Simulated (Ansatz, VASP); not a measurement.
Nb32N in VASP and in Ansatz

```
Nb N
1.0
     0.00000    6.61715    6.61715
     6.61715    0.00000    6.61715
     6.61715    6.61715    0.00000
Nb N
32 1
Direct
  0.00872 0.00038 0.99958
  0.12446 0.12538 0.12459
  0.24902 0.24524 0.24446
  0.40358 0.34624 0.34549
  0.99434 0.01107 0.49915
  0.12510 0.12542 0.62396
  0.24948 0.26228 0.73767
  0.37382 0.37602 0.87453
  0.99433 0.49993 0.01030
  0.12511 0.62472 0.12465
  0.24947 0.73847 0.26149
  0.37383 0.87533 0.37523
  0.01138 0.50037 0.49958
  0.09536 0.65448 0.65370
  0.24991 0.75550 0.75473
  0.37447 0.87535 0.87459
  0.49021 0.00037 0.99959
  0.63308 0.11678 0.11597
  0.76018 0.24523 0.24446
  0.87446 0.37536 0.37459
  0.50460 0.98965 0.50004
  0.62441 0.12541 0.62395
  0.74947 0.25964 0.74033
  0.87454 0.37603 0.87451
  0.50459 0.50081 0.98889
  0.62441 0.62471 0.12465
  0.74946 0.74113 0.25883
  0.87452 0.87532 0.37523
  0.48757 0.50037 0.49959
  0.62446 0.62538 0.62460
  0.73877 0.75550 0.75472
  0.86584 0.88399 0.88322
  0.24947 0.50037 0.49958
```

Alike in both runs: functional PBE; k mesh 2 × 2 × 2; occupations methfessel-paxton of order 1, width 0.1 eV; no spin polarisation.

Ansatz relaxed the structure, and its values are those at the end. VASP's run is a single point on that final structure, the one shown.

```csv
,VASP,Ansatz
version,VASP 6.6.1,Ansatz 0.2.0
potentials or method,"VASP PAW PBE potentials, release 64 (Nb_sv, N), cutoff 520 eV",plane-wave PAW DFT
valence electrons in the cell,421,421
```

VASP gave:

| Property | Result |
| --- | --- |
| rms of the force components (eV/Å) | 0.004 |

Q: Estimate Ansatz's values.

A: rms of the force components (eV/Å): 0.002.

The k mesh is coarse, so the values compare programs but aren't converged.
